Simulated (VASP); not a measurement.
Wanted: the native input for a VASP 6.6.1 run.

| Item | Value |
| --- | --- |
| Task | single point |
| Functional | PBE |
| Potentials or basis | VASP PAW PBE potentials, release 64 (Na_pv, B) |
| Cutoff | 520 eV |
| k mesh | 6 × 6 × 2 |
| Occupations | gaussian, width 0.1 eV |
| Spin | no spin polarisation |
| Dipole correction | no |
| Further INCAR settings | ALGO = Normal; EDIFF = 1e-06; NBANDS = 34 |

The structure of Na3B lies in POSCAR:

```
Na3B
1.0
    4.7764652961      0.0000000000      0.0000000000
   -2.3882326480      4.1365402867      0.0000000000
    0.0000000000      0.0000000000     10.9804625484
Na B
6 2
Direct
    0.3333333333      0.6666666667      0.4381392813
    0.3333333333      0.6666666667      0.0618607187
    0.6666666667      0.3333333333      0.9381392813
    0.6666666667      0.3333333333      0.5618607187
    0.0000000000      0.0000000000      0.2500000000
    0.0000000000      0.0000000000      0.7500000000
    0.0000000000      0.0000000000      0.0000000000
    0.0000000000      0.0000000000      0.5000000000
```

The input as run:

INCAR

```
SYSTEM = Na3B
PREC = Accurate ; ENCUT = 520
EDIFF = 1E-6 ; ISMEAR = 0
SIGMA = 0.1 ; LREAL = .False.
LASPH = .True. ; NELM = 80
ALGO = Normal ; ISIF = 2
LWAVE = .False. ; LCHARG = .True.
GGA = PE ; LELF = .True.
LVHAR = .True. ; NBANDS = 34
```

KPOINTS

```
regular mesh
0
Gamma
  6 6 2
  0 0 0
```

Potentials or basis: VASP PAW PBE potentials, release 64 (Na_pv, B).

Command:

```bash
$ cat potpaw_PBE.64/Na_pv/POTCAR potpaw_PBE.64/B/POTCAR > POTCAR
$ mpirun -np 1 vasp_std > vasp.out
```

It gave:

```
Pressure               : 0.0 GPa
Band gap on the k mesh : zero (bands 24 and 25 overlap by 1.19 eV)
```

It took 41 s on 1 thread of Intel(R) Xeon(R) 6975P-C (Granite Rapids) (shared host), peak memory 0.33 GiB.
